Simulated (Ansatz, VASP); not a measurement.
Two plane-wave programs on Si2W

```xyz
9
Lattice="4.5761 0.0000 0.0000 -2.2880 3.9630 0.0000 0.0000 0.0000 6.6033" Properties=species:S:1:pos:R:3 pbc="T T T"
Si    2.4308    2.6646    3.2556
Si   -1.2349    3.1902    5.5488
Si    1.0922    3.4374    1.1466
Si    0.1428    1.2984    3.3477
Si    3.3802    0.5256    5.4567
Si    1.0531    0.7729    1.0545
W    -1.1357    1.9671    1.1006
W     1.1523    1.9959    5.5028
W     2.2714    0.0000    3.3017
```

Change from the starting cell: mode 16 (289.9 1/cm) frozen in, largest displacement +0.150 Å.

Alike in both runs: task single point; functional PBEsol; k mesh 12 × 12 × 6; occupations gaussian, width 0.15 eV; no spin polarisation.

```csv
,VASP,Ansatz
version,VASP 6.6.1,Ansatz 0.2.0
potentials or method,"VASP PAW PBE potentials, release 64 (Si, W_sv), cutoff 520 eV","scalar-relativistic, plane waves, PAW"
valence electrons in the cell,66,66
```

VASP gave:

- gap on the k mesh at the Fermi level (eV): 0.13
- least direct gap on the mesh (eV): 0.77
- pressure (GPa): 3.5
- traceless stress, the component that is largest in VASP (GPa): -0.22
- rms of the force components (eV/Å): 0.727

Q: What did Ansatz give for the same quantities?

A: gap on the k mesh at the Fermi level (eV): 0.13; least direct gap on the mesh (eV): 0.77; pressure (GPa): 3.1; traceless stress, the component that is largest in VASP (GPa): -0.25; rms of the force components (eV/Å): 0.721.

VASP's potentials were made for PBE, not for PBEsol. Atom by atom the forces differ by 0.006 eV/Å (rms over components).

Spin-orbit coupling is off throughout.
